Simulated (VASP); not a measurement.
# N in VASP: further runs

Runs on N. Level: PBEsol. Tasks: single point, relaxation of the atoms.

All numbers are computed with VASP 6.6.1; they aren't measurements. Logs are shortened: lines on timing, memory, paths and dates and some standing lists are left out, and cuts for length are marked.

**1. The cell of the first run**

The typed cell holds 4 atoms: a = 4.461 Å, b = 4.461 Å, c = 5.793 Å, α = 90.00°, β = 90.00°, γ = 90.00°.

**2. Single point, PBEsol**

Contents of INCAR:

```
SYSTEM = N
ALGO     = Normal         ! electronic algorithm
EDIFF    = 1E-7           ! SCF threshold, eV
ENCUT    = 520            ! plane-wave cutoff, eV
GGA      = PS             ! functional
ISIF     = 2              ! what is computed and relaxed
ISMEAR   = 0              ! smearing method
ISYM     = 0            
LASPH    = .TRUE.         ! aspherical terms in the spheres
LCHARG   = .FALSE.        ! write CHGCAR
LREAL    = .FALSE.        ! projectors in reciprocal space
LWAVE    = .FALSE.        ! write WAVECAR
NBANDS   = 18             ! bands
NELM     = 60             ! most SCF steps
PREC     = Accurate       ! precision mode
SIGMA    = 0.01           ! smearing width, eV
```

Contents of KPOINTS:

```
k-points
0
G
  6 6 4
  0 0 0
```

Contents of POSCAR:

```
N
1.0
    4.4609270328      0.0000000000      0.0000000000
    0.0000000000      4.4609270328      0.0000000000
    0.0000000000      0.0000000000      5.7930303845
N
4
Direct
    0.9127534532      0.9133403765      0.0003415323
    0.5871956926      0.4138835950      0.5004658385
    0.0870907642      0.0876653754      0.0007707604
    0.4128877588      0.5882368018      0.5007083434
```

Potentials or basis: VASP PAW PBE potentials, release 64 (N).

Launch:

```console
$ cat potpaw_PBE.64/N/POTCAR > POTCAR
$ mpirun -np 1 vasp_std > vasp.out
```

OUTCAR:

```text
SYSTEM = N
   EDIFF = 1E-7
   ENCUT = 520
   GGA = PS
   ISIF = 2
   ISMEAR = 0
   ISYM = 0
   LASPH = .TRUE.
   LREAL = .FALSE.
   NELM = 60
   PREC = Accurate

 ion  position               nearest neighbor table
   1  0.913  0.913  0.000-   3 1.10
   2  0.587  0.414  0.500-   4 1.10
   3  0.087  0.088  0.001-   1 1.10
   4  0.413  0.588  0.501-   2 1.10

IMPORTANT INFORMATION: All symmetrisations will be switched off!
NOSYMM: (Re-)initialisation of all symmetry stuff for point group C_1.

----------------------------------------------------------------------------------------

                                     Primitive cell

  volume of cell :     115.2806

  direct lattice vectors                    reciprocal lattice vectors
     4.460927033  0.000000000  0.000000000     0.224168652  0.000000000  0.000000000
     0.000000000  4.460927033  0.000000000     0.000000000  0.224168652  0.000000000
     0.000000000  0.000000000  5.793030384     0.000000000  0.000000000  0.172621225

  length of vectors
     4.460927033  4.460927033  5.793030384     0.224168652  0.224168652  0.172621225

  position of ions in fractional coordinates (direct lattice)
     0.912753453  0.913340377  0.000341532
     0.587195693  0.413883595  0.500465838
     0.087090764  0.087665375  0.000770760
     0.412887759  0.588236802  0.500708343

  ion indices of the primitive-cell ions
   primitive index   ion index
                 1           1
                 2           2
                 3           3
                 4           4

----------------------------------------------------------------------------------------

 KPOINTS: k-points

Automatic generation of k-mesh.
 Grid dimensions read from file:
 generate k-points for:    6    6    4

 Generating k-lattice:

  Cartesian coordinates                     Fractional coordinates (reciprocal lattice)
     0.037361442  0.000000000  0.000000000     0.166666667  0.000000000  0.000000000
     0.000000000  0.037361442  0.000000000     0.000000000  0.166666667  0.000000000
     0.000000000  0.000000000  0.043155306     0.000000000  0.000000000  0.250000000

  Length of vectors
     0.037361442  0.037361442  0.043155306

  Shift w.r.t. Gamma in fractional coordinates (k-lattice)
     0.000000000  0.000000000  0.000000000

 Subroutine IBZKPT returns following result:
[... 49 lines left out ...]
   EDIFF  = 0.1E-06   stopping-criterion for ELM
   LREAL  =      F    real-space projection
   EDIFFG = 0.1E-05   stopping-criterion for IOM
   NSW    =      0    number of steps for IOM
   IBRION =     -1    ionic relax: 0-MD 1-quasi-New 2-CG
   NFREE  =      0    steps in history (QN), initial steepest desc. (CG)
   ISIF   =      2    stress and relaxation
   ISYM   =      0    0-nonsym 1-usesym 2-fastsym
   POTIM  = 0.5000    time-step for ionic-motion
   TEBEG  =    0.0;   TEEND  =   0.0 temperature during run
   PSTRESS=    0.0 pullay stress
   NELECT =      20.0000    total number of electrons
   NUPDOWN=      -1.0000    fix difference up-down
   EMIN   =  10.00;   EMAX   =-10.00  energy-range for DOS
   EFERMI =   0.00;   METHOD = LEGACY
   ISMEAR =     0;   SIGMA  =   0.01  broadening in eV -4-tet -1-fermi 0-gaus
   EFERMI_NEDOS =   21; number of points for ismear=-14 and -15
   IALGO  =     38    algorithm
   IMIX   =      4    mixing-type and parameters
     AMIX     =   0.40;   BMIX     =  1.00
     AMIX_MAG =   1.60;   BMIX_MAG =  1.00
  volume/ion in A,a.u.               =      28.82       194.49
  Fermi-wavevector in a.u.,A,eV,Ry     =   0.913060  1.725434 11.342894  0.833679
  Thomas-Fermi vector in A             =   2.037528
   LORBIT       =      0    0 simple, 1 ext, 2 COOP (PROOUT), +10 PAW based schemes
   GGA     = PS    functional components
   LHFCALC =     F    Hartree Fock is set to
   AEXX    =    0.0000 exact exchange contribution
   IVDW    =     0    specifies the selected vdW correction
   LEPSILON=     F    determine dielectric tensor
   LRPA    =     F    only Hartree local field effects (RPA)
 non-spin polarized calculation
 Gauss-broadening in eV      SIGMA  =   0.01
  energy-cutoff  :      520.00
  volume of cell :      115.28
 maximum number of plane-waves:      3132
 NGX is ok and might be reduce to    36
   NGX = 17   NGY = 17   NGZ = 21

 number of electron      19.9999998 magnetization

 Free energy of the ion-electron system (eV)
  ---------------------------------------------------
  ext. energy  EPLUGINS =         0.00000000
  ---------------------------------------------------
  free energy    TOTEN  =       -34.14038258 eV

  energy without entropy =      -34.14038258  energy(sigma->0) =      -34.14038258

 E-fermi :  -7.1588     XC(G=0):  -5.5054

 val. band max:       -7.3082607436   @ k =   0.5000   0.5000   0.5000
 cond. band min:       0.0546895299   @ k =   0.0000   0.0000   0.0000
 fundamental gap:      7.3629502735
 Fermi energy:        -7.1587660984

 k-point     1 :       0.0000    0.0000    0.0000
  band No.  band energies     occupation
      1     -25.6400      2.00000
      2     -25.6168      2.00000
      3     -10.5686      2.00000
      4     -10.5686      2.00000
      5      -9.1320      2.00000
      6      -8.8512      2.00000
[... 481 lines left out ...]
      5      -9.0823      2.00000
      6      -8.9315      2.00000
[... 10 lines left out ...]
     17       6.6616      0.00000
     18       8.3930      0.00000

 [... further k-points ...]

------------------------ aborting loop because EDIFF is reached ----------------------------------------

  FORCE on cell =-STRESS in cart. coord.  units (eV):
  Direction    XX          YY          ZZ          XY          YZ          ZX
  --------------------------------------------------------------------------------------
  -------------------------------------------------------------------------------------
  Total        1.9124528      1.9128437     -0.1174817     -0.0004940      0.0050775      0.0014134
  in kB       26.5794054     26.5848376     -1.6327688     -0.0068657      0.0705676      0.0196435
  external PRESSURE =      17.1771580 kB  Pullay stress =       0.0000000 kB

 VOLUME and BASIS-vectors are now :
 -----------------------------------------------------------------------------
  energy-cutoff  :      520.00
  volume of cell :      115.28
      direct lattice vectors                 reciprocal lattice vectors
     4.460927033  0.000000000  0.000000000     0.224168652  0.000000000  0.000000000
     0.000000000  4.460927033  0.000000000     0.000000000  0.224168652  0.000000000
     0.000000000  0.000000000  5.793030384     0.000000000  0.000000000  0.172621225

 POSITION                                       TOTAL-FORCE (eV/Angst)
 -----------------------------------------------------------------------------------
      4.07173      4.07434      0.00198        -1.321576     -1.321508     -0.004197
      2.61944      1.84630      2.89921         1.322029     -1.322449     -0.002385
      0.38851      0.39107      0.00447         1.321663      1.321574      0.004206
      1.84186      2.62408      2.90062        -1.322116      1.322383      0.002376
 -----------------------------------------------------------------------------------
    total drift:                               -0.000050      0.000036      0.000050

  FREE ENERGIE OF THE ION-ELECTRON SYSTEM (eV)
  ---------------------------------------------------
  free  energy   TOTEN  =       -34.1403825828 eV

  energy  without entropy=      -34.1403825828  energy(sigma->0) =      -34.14038258
```

Run time: 2.8 min. Hardware: 1 thread of Intel Xeon 8259CL, shared host; peak memory 0.29 GiB.

Results:

```
Free energy            : -34.1404 eV
Pressure               : 1.7 GPa
Largest force          : 1.870 eV/Å
Band gap on the k mesh : 7.36 eV (least direct gap 7.45 eV)
```

Forces on the atoms (eV/Å):
```
N   -1.322 -1.322 -0.004
N    1.322 -1.322 -0.002
N    1.322  1.322  0.004
N   -1.322  1.322  0.002
```

Stress tensor (GPa, compression positive):
```
 2.66  0.00  0.00
 0.00  2.66  0.01
 0.00  0.01 -0.16
```

Caveat: the standard files for N, O and F lose accuracy on very short bonds; this functional lacks dispersion, which holds the molecules together, so the pressure and a relaxed volume are unreliable; the PAW data sets were made with another functional, which shifts forces and pressure a little. A k mesh can miss the band edges.

**3. Relaxation of the atoms, PBEsol (27.69 Å³/atom)**

This run uses another cell than the first one, of 27.69 Å³/atom.

Contents of INCAR:

```
SYSTEM = N
  PREC = Accurate
  ENCUT = 520
  EDIFF = 1E-7
  ISMEAR = 0
  SIGMA = 0.01
  LREAL = .False.
  LASPH = .True.
  NELM = 80
  ALGO = Normal
  ISIF = 2
  LWAVE = .False.
  LCHARG = .False.
  GGA = PS
  IBRION = 2
  NSW = 100
  EDIFFG = -0.002
```

Contents of KPOINTS:

```
Automatic mesh
0
Gamma
  6 6 4
  0 0 0
```

Contents of POSCAR:

```
N
1.0
    4.4018349486      0.0000000000      0.0000000000
    0.0000000000      4.4018349486      0.0000000000
    0.0000000000      0.0000000000      5.7162924697
N
4
Direct
    0.9122583462      0.9122583462      0.0000000000
    0.5877416538      0.4122583462      0.5000000000
    0.0877416538      0.0877416538      0.0000000000
    0.4122583462      0.5877416538      0.5000000000
```

Potentials or basis: VASP PAW PBE potentials, release 64 (N).

Launch:

```console
$ cat potpaw_PBE.64/N/POTCAR > POTCAR
$ mpirun -np 1 vasp_std > vasp.out
```

Run time: 5.5 min. Hardware: 1 thread of Intel Xeon 8259CL, shared host; peak memory 0.24 GiB.

Results (log left out):

- Free energy: -34.1613 eV
- Pressure after relaxing: -0.1 GPa
- Band gap on the k mesh: 7.17 eV (least direct gap 7.27 eV)

Final structure:
```xyz
4
Lattice="4.4018 0.0000 0.0000 0.0000 4.4018 0.0000 0.0000 0.0000 5.7163" Properties=species:S:1:pos:R:3 pbc="T T T"
N     4.0089    4.0089    0.0000
N     2.5939    1.8080    2.8581
N     0.3930    0.3930    0.0000
N     1.8080    2.5939    2.8581
```

Levels at points of the mesh, in eV from the valence-band top:
```csv
k point,band 7,band 8,band 9,band 10,band 11,band 12,band 13,band 14
"(0.00, 0.00, 0.00)",-1.45,-1.39,-0.62,-0.10,7.17,7.80,8.04,8.04
"(0.50, 0.00, 0.00)",-1.56,-1.56,-0.15,-0.15,7.89,7.89,7.90,7.90
"(0.50, 0.50, 0.00)",-1.54,-1.54,-0.01,-0.01,7.76,7.76,8.41,8.41
"(0.00, 0.00, 0.50)",-1.46,-1.46,-0.30,-0.30,7.47,7.47,8.03,8.03
"(0.50, 0.00, 0.50)",-1.45,-1.45,-0.17,-0.17,7.63,7.63,8.11,8.11
"(0.50, 0.50, 0.50)",-1.55,-1.55,0.00,0.00,7.75,7.75,8.41,8.41
```

Caveat: the standard files for N, O and F lose accuracy on very short bonds; this functional lacks dispersion, which holds the molecules together, so the pressure and a relaxed volume are unreliable; the PAW data sets were made with another functional, which shifts forces and pressure a little; this functional lacks dispersion, which binds layers or chains, so the pressure and a relaxed spacing across them are unreliable. A k mesh can miss the band edges.
